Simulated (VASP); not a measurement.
Runs of VASP 6.6.1 on BaZrO3. The structure is that of space group Pm-3m (No. 221), or close to it. The cells are those of the table. 

```tsv
level	cell	gap on the mesh (eV)	pressure (GPa)
r2SCAN	a = 4.205 Å, 5 atoms	3.68	1.0
r2SCAN	a = 4.288 Å, 5 atoms	3.53	-7.6
PBE	a = 4.141 Å, 5 atoms	3.27	11.8
PBE	a = 4.185 Å, 5 atoms	3.20	5.9
r2SCAN	a = 4.247 Å, 5 atoms	3.60	(a)
r2SCAN	a = 4.163 Å, 5 atoms	3.75	(b)
PBE	a = 4.205 Å, 5 atoms	3.17	3.4
PBE	a = 4.227 Å, 5 atoms	3.13	0.9
```

Alike in all rows: task single point; potentials or basis VASP PAW PBE potentials, release 64 (Ba_sv, Zr_sv, O); no spin polarisation; k mesh 6 × 6 × 6; cutoff (eV) 520; smearing gaussian 0.01 eV.

Question: Fill in the values left out.

Answer: (a) -3.7; (b) 6.4.

Caveats: spin-orbit coupling is left out, which moves the levels of the heavy elements; the PAW data sets were made with another functional, which shifts forces and pressure a little (some runs).

A k mesh can miss the band edges, and the runs leave out spin-orbit coupling on Ba, Zr.
